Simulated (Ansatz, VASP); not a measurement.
# Two plane-wave programs on LiMo3

```
CELL_PARAMETERS angstrom
3.90538 0.00000 0.00000
0.00000 3.90538 0.00000
0.00000 0.00000 3.90538
ATOMIC_POSITIONS crystal
Li 0.00000 0.00000 0.00000
Mo 0.00000 0.50000 0.50000
Mo 0.50000 0.00000 0.50000
Mo 0.50000 0.50000 0.00000
```

Alike in both runs: task relaxation of cell and atoms; functional PBE; k mesh 12 × 12 × 12; occupations gaussian, width 0.1 eV; no spin polarisation.

|  | VASP | Ansatz |
| --- | --- | --- |
| version | VASP 6.6.1 | Ansatz 0.2.0 |
| potentials or method | VASP PAW PBE potentials, release 64 (Li_sv, Mo_sv), cutoff 600 eV | scalar-relativistic, plane waves, PAW |
| valence electrons in the cell | 45 | 45 |

```csv
,VASP,Ansatz,Ansatz less VASP
"gap on the k mesh at the Fermi level, each at its own relaxed structure (eV)",none,none,-
relaxed volume (Å³/atom),14.85,14.83,-0.018
relaxed length of the cell vector where the two differ most in proportion (Å),3.902,3.900,-0.0015
```

A gap of «none» marks a metal or a gap that the smearing closes.

Noted on VASP's run: the cutoff is under 1.25 times that of the potentials, so the pressure is a little rough.
